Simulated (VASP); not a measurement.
## Al2Pt: single point with r2SCAN

The system is Al2Pt.

```
Al Pt
1.0
     0.00000    2.95500    2.98455
     2.95500    0.00000    2.98455
     2.95500    2.95500    0.00000
Al Pt
2 1
Direct
  0.25000 0.25000 0.25000
  0.75000 0.75000 0.75000
  0.00000 0.00000 0.00000
```

```
Program                : VASP 6.6.1
Task                   : single point
Functional             : r2SCAN
Potentials or basis    : VASP PAW PBE potentials, release 64 (Al, Pt)
Cutoff                 : 520 eV
k mesh                 : 10 × 10 × 10
Occupations            : fermi-dirac, width 0.1 eV
Spin                   : no spin polarisation
Dipole correction      : no
Further INCAR settings : ALGO = Normal; EDIFF = 1e-07; NBANDS = 15
```

```json
{"Pressure": "-2.0 GPa", "Band gap on the k mesh": "zero (bands 8 and 9 overlap by 5.58 eV)"}
```

Stress tensor (GPa, compression positive):
```
-1.77  0.00  0.00
 0.00 -1.77  0.00
 0.00  0.00 -2.51
```

Levels at points of the mesh, in eV from the Fermi level:
```
           k point  band 4  band 5  band 6  band 7  band 8  band 9  band 10  band 11  band 12  band 13
(0.00, 0.00, 0.00)   -5.26   -3.88   -3.84    3.59    3.91    3.99     3.99     5.67     5.67     5.83
(0.50, 0.00, 0.00)   -4.92   -3.87   -3.62   -3.61    1.00    1.08     4.31     5.45     5.50     5.88
(0.50, 0.50, 0.00)   -3.93   -3.93   -3.61   -3.33   -1.65   -1.65     3.56     3.75     8.46    11.58
(0.50, 0.00, 0.50)   -3.94   -3.90   -3.57   -3.33   -1.75   -1.67     3.44     3.70     8.46    11.45
```

It took 2.7 min on 1 thread of AMD EPYC 9R45 96-Core Processor (Zen 5) (shared host), peak memory 0.21 GiB.

Caveat: the PAW data sets were made with another functional, which shifts forces and pressure a little; spin-orbit coupling is left out, which moves the levels of the heavy elements.
